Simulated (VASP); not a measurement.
# PtSe2 (Sudovikovite) (P-3m1) in VASP: notebook, part 2 of 2

VASP 6.6.1.

**5. Single point, PBE**

Contents of INCAR:

```
PREC     = Accurate       # precision mode
ENCUT    = 520            # plane-wave cutoff, eV
EDIFF    = 1E-6           # SCF threshold, eV
ISMEAR   = 1              # smearing method
SIGMA    = 0.025          # smearing width, eV
LREAL    = False          # projectors in reciprocal space
LASPH    = True           # aspherical terms in the spheres
NELM     = 60             # most SCF steps
ALGO     = Normal         # electronic algorithm
ISIF     = 2              # what is computed and relaxed
LWAVE    = False          # write WAVECAR
LCHARG   = False          # write CHGCAR
GGA      = PE             # functional
NBANDS   = 18             # bands
```

Contents of KPOINTS:

```
Automatic mesh
0
Gamma
  9 9 6
```

Contents of POSCAR:

```
PtSe2
1.0
    3.7240000000      0.0000000000      0.0000000000
   -1.8620000000      3.2250790000      0.0000000000
    0.0000000000      0.0000000000      5.0620000000
Pt Se
1 2
Direct
    0.0000000000      0.0000000000      0.0000000000
    0.3333333333      0.6666666667      0.2500000000
    0.6666666667      0.3333333333      0.7500000000
```

Potentials or basis: VASP PAW PBE potentials, release 64 (Pt, Se).

Launch:

```bash
$ cat potpaw_PBE.64/Pt/POTCAR potpaw_PBE.64/Se/POTCAR > POTCAR
$ mpirun -np 1 vasp_std > vasp.out
```

OUTCAR:

```text
PREC = Accurate
   ENCUT = 520
   EDIFF = 1E-6
   ISMEAR = 1
   LREAL = False
   LASPH = True
   NELM = 60
   ISIF = 2
   GGA = PE

 ion  position               nearest neighbor table
   1  0.000  0.000  0.000-   2 2.49   3 2.49   3 2.49   2 2.49   3 2.49   2 2.49
   2  0.333  0.667  0.250-   1 2.49   1 2.49   1 2.49
   3  0.667  0.333  0.750-   1 2.49   1 2.49   1 2.49

  LATTYP: Found a hexagonal cell.
 ALAT       =     3.7240000000
 C/A-ratio  =     1.3592910849

  Lattice vectors:

 A1 = (   3.7240000000,   0.0000000000,   0.0000000000)
 A2 = (  -1.8620000000,   3.2250790000,   0.0000000000)
 A3 = (   0.0000000000,   0.0000000000,   5.0620000000)

Analysis of symmetry for initial positions (statically):
=====================================================================
 Subroutine PRICEL returns:
 Original cell was already a primitive cell.

 Routine SETGRP: Setting up the symmetry group for a
 hexagonal supercell.

 Subroutine GETGRP returns: Found 12 space group operations
 (whereof 12 operations were pure point group operations)
 out of a pool of 24 trial point group operations.

The static configuration has the point symmetry D_3d.
[... 162 lines left out ...]

 E-fermi :   6.6133     XC(G=0): -10.6329

 val. band max:        6.6124904837   @ k =   0.0000   0.3333   0.3333
 cond. band min:       6.6401378967   @ k =   0.0000   0.1111   0.1667
 fundamental gap:      0.0276474131
 Fermi energy:         6.6133295768

 k-point     1 :       0.0000    0.0000    0.0000
  band No.  band energies     occupation
      1      -9.1800      2.00000
      2      -6.3559      2.00000
      3      -0.6642      2.00000
      4       0.0416      2.00000
      5       0.0416      2.00000
      6       2.5021      2.00000
[... 481 lines left out ...]
      5       0.8402      2.00000
      6       1.2533      2.00000
[... 10 lines left out ...]
     17      14.3627      0.00000
     18      16.1437      0.00000

 [... further k-points ...]

------------------------ aborting loop because EDIFF is reached ----------------------------------------

  FORCE on cell =-STRESS in cart. coord.  units (eV):
  Direction    XX          YY          ZZ          XY          YZ          ZX
  --------------------------------------------------------------------------------------
  -------------------------------------------------------------------------------------
  Total        3.0179572      3.0179580      2.2755754      0.0000000      0.0000000      0.0000000
  in kB       79.5337559     79.5337754     59.9693904      0.0000000      0.0000000      0.0000000
  external PRESSURE =      73.0123073 kB  Pullay stress =       0.0000000 kB

 VOLUME and BASIS-vectors are now :
 -----------------------------------------------------------------------------
  energy-cutoff  :      520.00
  volume of cell :       60.80
      direct lattice vectors                 reciprocal lattice vectors
     3.724000000  0.000000000  0.000000000     0.268528464  0.155034962  0.000000000
    -1.862000000  3.225079000  0.000000000     0.000000000  0.310069924  0.000000000
     0.000000000  0.000000000  5.062000000     0.000000000  0.000000000  0.197550375

 POSITION                                       TOTAL-FORCE (eV/Angst)
 -----------------------------------------------------------------------------------
      0.00000      0.00000      0.00000         0.000000      0.000000      0.000000
     -0.00000      2.15005      1.26550         0.000000      0.000000      0.591637
      1.86200      1.07503      3.79650        -0.000000      0.000000     -0.591637
 -----------------------------------------------------------------------------------
    total drift:                               -0.000000     -0.000000     -0.000000

  FREE ENERGIE OF THE ION-ELECTRON SYSTEM (eV)
  ---------------------------------------------------
  free  energy   TOTEN  =       -14.1852458663 eV

  energy  without entropy=      -14.1851993436  energy(sigma->0) =      -14.18523036
```

stdout:

```text
POSCAR found type information on POSCAR PtSe
 POSCAR found :  2 types and       3 ions
 scaLAPACK will be used
 LDA part: xc-table for (Slater+PW92), standard interpolation
 POSCAR, INCAR and KPOINTS ok, starting setup
 FFT: planning ... GRIDC
 FFT: planning ... GRID_SOFT
 FFT: planning ... GRID
 WAVECAR not read
 entering main loop
```

Run time: 89 s. Hardware: 1 thread of AMD EPYC 7R43 (Zen 3), shared host; peak memory 0.18 GiB.

What came out:

```
Free energy            : -14.1852 eV
Pressure               : 7.3 GPa
Largest force          : 0.592 eV/Å
Band gap on the k mesh : zero (band 11 reaches 6.94 eV, above the bottom of band 12 at 6.56 eV)
```

Forces on the atoms (eV/Å):
```
Pt   0.000  0.000  0.000
Se   0.000  0.000  0.592
Se   0.000  0.000 -0.592
```

Caveat: spin-orbit coupling is left out, which moves the levels of the heavy elements.

**6. The runs side by side**

```csv
smearing,gap on the mesh (eV),pressure (GPa),largest force (eV/Å)
methfessel-paxton 0.25 eV,none,7.3,0.58
methfessel-paxton 0.15 eV,none,7.3,0.58
methfessel-paxton 0.05 eV,none,7.3,0.59
methfessel-paxton 0.025 eV,none,7.3,0.59
```

Alike in all rows: task single point; level PBE; potentials or basis VASP PAW PBE potentials, release 64 (Pt, Se); no spin polarisation; cell as given; k mesh 9 × 9 × 6; cutoff (eV) 520.

Every run on the cell as given and a fine mesh finds a metal.

Caveats: spin-orbit coupling is left out, which moves the levels of the heavy elements.

Absolute energies hang on the potentials; compare differences alone.
